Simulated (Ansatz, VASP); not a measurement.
**TiAl in VASP and in Ansatz**

The input INCAR:

```
SYSTEM = TiAl
ALGO     = Fast           ! electronic algorithm
EDIFF    = 1E-7           ! SCF threshold, eV
ENCUT    = 520            ! plane-wave cutoff, eV
GGA      = PS             ! functional
ISIF     = 2              ! what is computed and relaxed
ISMEAR   = 0              ! smearing method
LASPH    = .TRUE.         ! aspherical terms in the spheres
LCHARG   = .FALSE.        ! write CHGCAR
LREAL    = .FALSE.        ! projectors in reciprocal space
LWAVE    = .FALSE.        ! write WAVECAR
NBANDS   = 14             ! bands
NELM     = 100            ! most SCF steps
PREC     = Accurate       ! precision mode
SIGMA    = 0.15           ! smearing width, eV
```

Contents of KPOINTS:

```
k-points
0
G
  20 20 20
  0 0 0
```

File POSCAR:

```
TiAl
1.0
    3.0617798551      0.0000000000      0.0000000000
    0.0000000000      3.0617798551      0.0000000000
    0.0000000000      0.0000000000      3.2511682997
Ti Al
1 1
Direct
    0.0000000000      0.0000000000      0.0000000000
    0.5000000000      0.5000000000      0.5000000000
```

Input for Ansatz:

```yaml
crystal:
  lattice:
    - [3.0617798551, 0.0, 0.0]
    - [0.0, 3.0617798551, 0.0]
    - [0.0, 0.0, 3.2511682997]
  atoms:
    - { symbol: Ti, position: [0.0, 0.0, 0.0] }
    - { symbol: Al, position: [0.5, 0.5, 0.5] }
basis:
  ecutwfc: 420
kpoints:
  mp_grid: { grid: [20, 20, 20] }
hamiltonian:
  xc: pbesol
scf:
  occupations: { method: gaussian, width: 0.15 }
output:
  forces: true
  stress: true
  eigenvalues: true
```

Change from the starting cell: strain -0.030 along x and y, +0.030 along z, atoms carried along.

Alike in both runs: task single point; functional PBEsol; k mesh 20 × 20 × 20; occupations gaussian, width 0.15 eV; no spin polarisation.

|  | VASP | Ansatz |
| --- | --- | --- |
| version | VASP 6.6.1 | Ansatz 0.2.0 |
| potentials or method | VASP PAW PBE potentials, release 64 (Ti_sv, Al), cutoff 520 eV | scalar-relativistic, plane waves, PAW |
| valence electrons in the cell | 15 | 15 |

```csv
,VASP,Ansatz,Ansatz less VASP
gap on the k mesh at the Fermi level (eV),none,none,-
pressure (GPa),4.1,4.0,-0.05
"traceless stress, the component that is largest in VASP (GPa)",3.17,3.18,+0.003
```

VASP's potentials were made for PBE, not for PBEsol. A gap of «none» marks a metal or a gap that the smearing closes.
